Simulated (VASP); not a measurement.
# SmIn2As3 (I4/mmm) in VASP: relaxation of cell and atoms with PBE

Aim: the relaxation of cell and atoms of SmIn2As3 with PBE.

All numbers are computed with VASP 6.6.1; they aren't measurements. Logs are shortened: lines on timing, memory, paths and dates and some standing lists are left out, and cuts for length are marked.

### Step 1. The cell of the first run

The structure is tetragonal, space group I4/mmm (No. 139). Conventional cell: a = 6.312 Å, b = 6.312 Å, c = 10.100 Å, α = 90.00°, β = 90.00°, γ = 90.00°. Within 3.5 Å of Sm (site symmetry 4/mmm) lie 2 As at 2.64 Å and 4 In at 3.16 Å. In (site symmetry mmm) has 2 Sm at 3.16 Å and 10 As at 3.16 to 4.12 Å within 4.2 Å. Within 3.2 Å of As (site symmetry 4mm) lie 1 As at 2.41 Å and 1 Sm at 2.64 Å. As (site symmetry 4/mmm) has 2 As at 2.41 Å and 4 In at 3.16 Å within 3.2 Å.

The cell was generated, and may not be a known phase.

### Step 2. Relaxation of cell and atoms, PBE

The input, INCAR:

```
ALGO = Normal ; EDIFF = 1E-7
EDIFFG = -0.01 ; ENCUT = 500
GGA = PE ; GGA_COMPAT = False
IBRION = 2 ; ISIF = 3
ISMEAR = 0 ; LASPH = True
LCHARG = False ; LMAXMIX = 6
LREAL = False ; LWAVE = False
NELM = 200 ; NELMIN = 4
NSW = 100 ; PREC = Accurate
SIGMA = 0.1
```

The input, KPOINTS:

```
k-points
0
Gamma
  8 8 8
```

The input, POSCAR:

```
SmIn2As3
1.0
   -3.1561318443      3.1561318443      5.0501243873
    3.1561318443     -3.1561318443      5.0501243873
    3.1561318443      3.1561318443     -5.0501243873
Sm In As
1 2 3
Direct
    0.0000000000      0.0000000000      0.0000000000
    0.5000000000      0.0000000000      0.5000000000
    0.0000000000      0.5000000000      0.5000000000
    0.2614841376      0.2614841376      0.0000000000
    0.7385158624      0.7385158624      0.0000000000
    0.5000000000      0.5000000000      0.0000000000
```

Potentials or basis: VASP PAW PBE potentials, release 64 (Sm_3, In_d, As), 4f in core.

Run with:

```
cat potpaw_PBE.64/Sm_3/POTCAR potpaw_PBE.64/In_d/POTCAR potpaw_PBE.64/As/POTCAR > POTCAR
mpirun -np 1 vasp_std > vasp.out
```

OUTCAR:

```text
EDIFF = 1E-7
   EDIFFG = -0.01
   ENCUT = 500
   GGA = PE
   IBRION = 2
   ISIF = 3
   ISMEAR = 0
   LASPH = True
   LREAL = False
   NELM = 200
   NELMIN = 4
   NSW = 100
   PREC = Accurate

 ion  position               nearest neighbor table
   1  0.000  0.000  0.000-   4 2.64   5 2.64   2 3.16   3 3.16   3 3.16   2 3.16
   2  0.500  0.000  0.500-   1 3.16   6 3.16   6 3.16   1 3.16
   3  0.000  0.500  0.500-   1 3.16   6 3.16   1 3.16   6 3.16
   4  0.261  0.261  0.000-   6 2.41   1 2.64
   5  0.739  0.739  0.000-   6 2.41   1 2.64
   6  0.500  0.500  0.000-   4 2.41   5 2.41   2 3.16   3 3.16   2 3.16   3 3.16

  LATTYP: Found a body centered tetragonal cell.
 ALAT       =     6.3122636886
 C/A-ratio  =     1.6000993103

  Lattice vectors:

 A1 = (  -3.1561318443,   3.1561318443,   5.0501243873)
 A2 = (   3.1561318443,  -3.1561318443,   5.0501243873)
 A3 = (   3.1561318443,   3.1561318443,  -5.0501243873)

Analysis of symmetry for initial positions (statically):
=====================================================================
 Subroutine PRICEL returns:
 Original cell was already a primitive cell.

 Routine SETGRP: Setting up the symmetry group for a
 body centered tetragonal supercell.

 Subroutine GETGRP returns: Found 16 space group operations
 (whereof 16 operations were pure point group operations)
 out of a pool of 16 trial point group operations.

The static configuration has the point symmetry D_4h.

Analysis of symmetry for dynamics (positions and initial velocities):
=====================================================================
 Subroutine PRICEL returns:
 Original cell was already a primitive cell.

 Routine SETGRP: Setting up the symmetry group for a
 body centered tetragonal supercell.

 Subroutine GETGRP returns: Found 16 space group operations
 (whereof 16 operations were pure point group operations)
 out of a pool of 16 trial point group operations.

The dynamic configuration has the point symmetry D_4h.

 Subroutine INISYM returns: Found 16 space group operations
 (whereof 16 operations are pure point group operations),
 and found     1 'primitive' translations

----------------------------------------------------------------------------------------

                                     Primitive cell

  volume of cell :     201.2206

  direct lattice vectors                    reciprocal lattice vectors
    -3.156131844  3.156131844  5.050124387     0.000000000  0.158421772  0.099007462
     3.156131844 -3.156131844  5.050124387     0.158421772  0.000000000  0.099007462
     3.156131844  3.156131844 -5.050124387     0.158421772  0.158421772  0.000000000

  length of vectors
     6.739888186  6.739888186  6.739888186     0.186815244  0.186815244  0.224042219

  position of ions in fractional coordinates (direct lattice)
     0.000000000  0.000000000  0.000000000
     0.500000000  0.000000000  0.500000000
     0.000000000  0.500000000  0.500000000
     0.261484138  0.261484138  0.000000000
     0.738515862  0.738515862  0.000000000
     0.500000000  0.500000000  0.000000000

  ion indices of the primitive-cell ions
   primitive index   ion index
                 1           1
                 2           2
                 3           3
                 4           4
                 5           5
                 6           6

----------------------------------------------------------------------------------------

 KPOINTS: k-points

Automatic generation of k-mesh.
 Grid dimensions read from file:
 generate k-points for:    8    8    8

 Generating k-lattice:

  Cartesian coordinates                     Fractional coordinates (reciprocal lattice)
     0.000000000  0.019802722  0.012375933     0.125000000 -0.000000000  0.000000000
     0.019802722  0.000000000  0.012375933    -0.000000000  0.125000000  0.000000000
     0.019802722  0.019802722  0.000000000     0.000000000  0.000000000  0.125000000

  Length of vectors
     0.023351906  0.023351906  0.028005277

  Shift w.r.t. Gamma in fractional coordinates (k-lattice)
     0.000000000  0.000000000  0.000000000

 Subroutine IBZKPT returns following result:
 ===========================================

 Found     59 irreducible k-points:

 Following reciprocal coordinates:
            Coordinates               Weight
  0.000000  0.000000  0.000000      1.000000
  0.125000  0.000000 -0.000000      8.000000
  0.250000  0.000000 -0.000000      8.000000
  0.375000  0.000000 -0.000000      8.000000
  0.500000  0.000000 -0.000000      4.000000
  0.125000  0.125000 -0.000000      8.000000
[... 16 lines left out ...]
  0.250000  0.125000  0.125000     16.000000
  0.375000  0.125000  0.125000      8.000000
 [... further k-points ...]
   k-points           NKPTS =     59   k-points in BZ     NKDIM =     59   number of bands    NBANDS=     31
   number of dos      NEDOS =    301   number of ions     NIONS =      6
   total plane-waves  NPLWV = 125000
   dimension x,y,z NGX =    50 NGY =   50 NGZ =   50
   dimension x,y,z NGXF=   100 NGYF=  100 NGZF=  100
   ions per type =               1   2   3
   NGX,Y,Z   is equivalent  to a cutoff of  12.33, 12.33, 12.33 a.u.
   NGXF,Y,Z  is equivalent  to a cutoff of  24.67, 24.67, 24.67 a.u.
 SYSTEM =  unknown system
   PREC   = accura    normal or accurate (medium, high low for compatibility)
   ISTART =      0    job   : 0-new  1-cont  2-samecut
   ICHARG =      2    charge: 1-file 2-atom 10-const
   ISPIN  =      1    spin polarized calculation?
   LNONCOLLINEAR =      F non collinear calculations
   LSORBIT =      F    spin-orbit coupling
   LASPH  =      T    aspherical Exc in radial PAW
   ENCUT  =  500.0 eV  36.75 Ry    6.06 a.u.  12.29 12.29 12.29*2*pi/ulx,y,z
   NELM   =    200;   NELMIN=  4; NELMDL= -5     # of ELM steps
   EDIFF  = 0.1E-06   stopping-criterion for ELM
   LREAL  =      F    real-space projection
   EDIFFG = -.1E-01   stopping-criterion for IOM
   NSW    =    100    number of steps for IOM
   IBRION =      2    ionic relax: 0-MD 1-quasi-New 2-CG
   NFREE  =      1    steps in history (QN), initial steepest desc. (CG)
   ISIF   =      3    stress and relaxation
   ISYM   =      2    0-nonsym 1-usesym 2-fastsym
   POTIM  = 0.5000    time-step for ionic-motion
   TEBEG  =    0.0;   TEEND  =   0.0 temperature during run
   PSTRESS=    0.0 pullay stress
   NELECT =      52.0000    total number of electrons
   NUPDOWN=      -1.0000    fix difference up-down
   EMIN   =  10.00;   EMAX   =-10.00  energy-range for DOS
   EFERMI =   0.00;   METHOD = LEGACY
   ISMEAR =     0;   SIGMA  =   0.10  broadening in eV -4-tet -1-fermi 0-gaus
   EFERMI_NEDOS =   21; number of points for ismear=-14 and -15
   IALGO  =     38    algorithm
   IMIX   =      4    mixing-type and parameters
     AMIX     =   0.40;   BMIX     =  1.00
     AMIX_MAG =   1.60;   BMIX_MAG =  1.00
  volume/ion in A,a.u.               =      33.54       226.32
  Fermi-wavevector in a.u.,A,eV,Ry     =   1.042762  1.970534 14.794328  1.087352
  Thomas-Fermi vector in A             =   2.177441
   LORBIT       =      0    0 simple, 1 ext, 2 COOP (PROOUT), +10 PAW based schemes
   GGA     = PE    functional components
   LHFCALC =     F    Hartree Fock is set to
   AEXX    =    0.0000 exact exchange contribution
   IVDW    =     0    specifies the selected vdW correction
   LEPSILON=     F    determine dielectric tensor
   LRPA    =     F    only Hartree local field effects (RPA)
 conjugate gradient relaxation of ions
 non-spin polarized calculation
 Gauss-broadening in eV      SIGMA  =   0.10
  energy-cutoff  :      500.00
  volume of cell :      201.22
 maximum number of plane-waves:      5167
 NGX is ok and might be reduce to    50
   NGX = 25   NGY = 25   NGZ = 25

--------------------------------------- Ionic step        1  -------------------------------------------

 number of electron      52.0000019 magnetization

 Free energy of the ion-electron system (eV)
  ---------------------------------------------------
  ext. energy  EPLUGINS =         0.00000000
  ---------------------------------------------------
  free energy    TOTEN  =       -21.24770208 eV

  energy without entropy =      -21.21796402  energy(sigma->0) =      -21.23283305

------------------------ aborting loop because EDIFF is reached ----------------------------------------

  FORCE on cell =-STRESS in cart. coord.  units (eV):
  Direction    XX          YY          ZZ          XY          YZ          ZX
  --------------------------------------------------------------------------------------
  -------------------------------------------------------------------------------------
  Total        0.1266512      0.1266512      1.7674719      0.0000000      0.0000000      0.0000000
  in kB        1.0084342      1.0084342     14.0731322      0.0000000      0.0000000      0.0000000
  external PRESSURE =       5.3633335 kB  Pullay stress =       0.0000000 kB
[... 225 lines left out ...]
  energy  without entropy=      -21.2230577671  energy(sigma->0) =      -21.23995627

--------------------------------------- Ionic step        7  -------------------------------------------

 number of electron      52.0000014 magnetization

 Free energy of the ion-electron system (eV)
  ---------------------------------------------------
  ext. energy  EPLUGINS =         0.00000000
  ---------------------------------------------------
  free energy    TOTEN  =       -21.25689046 eV

  energy without entropy =      -21.22308951  energy(sigma->0) =      -21.23998998

 E-fermi :   2.6009     XC(G=0):  -8.5297

 val. band max:        2.5991334746   @ k =  -0.2500   0.5000   0.1250
 cond. band min:       2.6086732425   @ k =   0.5000   0.2500   0.1250
 fundamental gap:      0.0095397678
 Fermi energy:         2.6008708022

 k-point     1 :       0.0000    0.0000    0.0000
  band No.  band energies     occupation
      1     -38.1804      2.00000
      2     -17.7746      2.00000
      3     -17.7138      2.00000
      4     -17.7138      2.00000
      5     -11.8755      2.00000
      6     -11.8631      2.00000
[... 805 lines left out ...]
     30       3.9754      0.00000
     31       5.3696      0.00000

 [... further k-points ...]

------------------------ aborting loop because EDIFF is reached ----------------------------------------

  FORCE on cell =-STRESS in cart. coord.  units (eV):
  Direction    XX          YY          ZZ          XY          YZ          ZX
  --------------------------------------------------------------------------------------
  -------------------------------------------------------------------------------------
  Total       -0.0120280     -0.0120280      0.0017845      0.0000000     -0.0000000      0.0000000
  in kB       -0.0948145     -0.0948145      0.0140667      0.0000000     -0.0000000      0.0000000
  external PRESSURE =      -0.0585208 kB  Pullay stress =       0.0000000 kB
[... 21 lines left out ...]
  FREE ENERGIE OF THE ION-ELECTRON SYSTEM (eV)
  ---------------------------------------------------
  free  energy   TOTEN  =       -21.2568904599 eV

  energy  without entropy=      -21.2230895058  energy(sigma->0) =      -21.23998998

 reached required accuracy - stopping structural energy minimisation
```

Run time: 27 min. Hardware: 1 thread of Intel Xeon Platinum 8259CL at 2.50GHz (Skylake/Cascade Lake), shared host; peak memory 0.62 GiB.

What came out:

* Free energy: -21.2569 eV
* Relaxed volume: 33.87 Å³/atom
* Relaxed cell: a = 6.781 Å, b = 6.781 Å, c = 6.781 Å, α = 124.55°, β = 124.55°, γ = 82.29°
* Space group after relaxing (to 0.1 Å): I4/mmm (No. 139)
* Energy gained by relaxing: 1.5 meV/atom
* Ionic steps: 7
* Pressure after relaxing: 0.0 GPa
* Largest force after relaxing: 0.003 eV/Å
* Band gap on the k mesh: zero (bands 26 and 27 overlap by 0.30 eV)

Forces on the atoms (eV/Å):
```
Sm   0.000  0.000  0.000
In   0.000  0.000  0.000
In   0.000  0.000  0.000
As   0.000  0.000  0.003
As   0.000  0.000 -0.003
As   0.000  0.000  0.000
```

Step by step:
```tsv
step	energy change (eV)	largest force (eV/Å)	pressure (GPa)	volume (Å³)
1	0.0000	0.0150	0.54	201.22
2	-0.0080	0.0455	-0.20	204.50
3	-0.0090	0.0355	-0.03	203.64
4	-0.0090	0.0361	-0.04	203.69
5	-0.0091	0.0211	-0.03	203.52
6	-0.0092	0.0184	0.01	203.08
7	-0.0092	0.0033	-0.01	203.25
```

Final structure:
```xyz
6
Lattice="-3.1545 3.1545 5.1062 3.1545 -3.1545 5.1062 3.1545 3.1545 -5.1062" Properties=species:S:1:pos:R:3 pbc="T T T"
Sm    0.0000    0.0000    0.0000
In    0.0000    3.1545    0.0000
In    3.1545    0.0000    0.0000
As    0.0000    0.0000    2.6654
As    0.0000    0.0000    7.5470
As    0.0000    0.0000    5.1062
```

Levels at points of the mesh, in eV from the Fermi level:
```tsv
k point	band 24	band 25	band 26	band 27	band 28	band 29
(0.00, 0.00, 0.00)	-1.66	-0.57	0.20	0.20	1.30	1.51
(0.50, 0.00, 0.00)	-0.86	-0.67	-0.39	0.26	0.91	1.57
(0.50, 0.50, 0.00)	-0.62	-0.50	-0.41	-0.07	0.43	0.50
(0.50, 0.50, 0.50)	-0.53	-0.53	0.17	0.17	0.87	1.71
```

Caveat: spin-orbit coupling is left out, which moves the levels of the heavy elements; the 4f electrons are frozen in the core, so they carry no moment and show no levels. Spin polarisation is off, so any magnetic state and its effect on volume and gap are missing.
